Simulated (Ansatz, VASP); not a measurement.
## TePb: VASP beside Ansatz

```
Te Pb
1.0
     3.19091    3.19091    0.00000
    -3.19091    3.19091    0.00000
     0.00000    3.19091    3.19091
Te Pb
1 1
Direct
  0.50000 0.50000 0.00000
  0.00000 0.00000 0.00000
```

Alike in both runs: task single point; functional LDA; k mesh 6 × 6 × 6; no spin polarisation.

|  | VASP | Ansatz |
| --- | --- | --- |
| version | VASP 6.6.1 | Ansatz 0.2.0 |
| potentials or method | VASP PAW LDA potentials, release 64 (Te, Pb_d), cutoff 520 eV | all-electron LAPW, scalar-relativistic |
| occupations | gaussian, width 0.01 eV | fixed |

Ansatz gave:

* gap on the k mesh at the Fermi level (eV): 0.57
* pressure (GPa): 0.0

Task: What did VASP give for the same quantities?

Result: gap on the k mesh at the Fermi level (eV): 0.56; pressure (GPa): 0.1.

LDA's correlation is that of Perdew and Zunger in VASP and of Perdew and Wang (1992) in Ansatz. Ansatz ran all-electron here, and VASP with PAW potentials.

Neither program's run includes spin-orbit coupling.
